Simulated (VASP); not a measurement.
Write the native input for VASP 6.6.1 that does the following.

- Task: single point
- Functional: PBE
- Potentials or basis: VASP PAW PBE potentials, release 64 (Al)
- Cutoff: 500 eV
- k mesh: 18 × 18 × 18
- Occupations: gaussian, width 0.1 eV
- Spin: no spin polarisation
- Dipole correction: no
- Further INCAR settings: ALGO = Normal; EDIFF = 1e-06; NBANDS = 8

The structure of Al lies in POSCAR:

```
Al
1.0
    0.0000000000      2.0207284189      2.0207284189
    2.0207284189      0.0000000000      2.0207284189
    2.0207284189      2.0207284189      0.0000000000
Al
1
Direct
    0.0000000000      0.0000000000      0.0000000000
```

One way to write it, as run:

INCAR

```
SYSTEM = Al
  ALGO = Normal
  EDIFF = 1E-6
  ENCUT = 500
  GGA = PE
  GGA_COMPAT = .False.
  ISIF = 2
  ISMEAR = 0
  LASPH = .True.
  LCHARG = .False.
  LREAL = .False.
  LWAVE = .False.
  NBANDS = 8
  NELM = 120
  PREC = Accurate
  SIGMA = 0.1
```

KPOINTS

```
k-points
0
Gamma
  18 18 18
  0 0 0
```

Potentials or basis: VASP PAW PBE potentials, release 64 (Al).

Command:

```bash
$ cat potpaw_PBE.64/Al/POTCAR > POTCAR
$ mpirun -np 1 vasp_std > vasp.out
```

It gave:

The pressure is 0.0 GPa.

Run time: 11 s on 1 thread of Intel Xeon 6975P-C, on a shared host, peak memory 0.14 GiB.
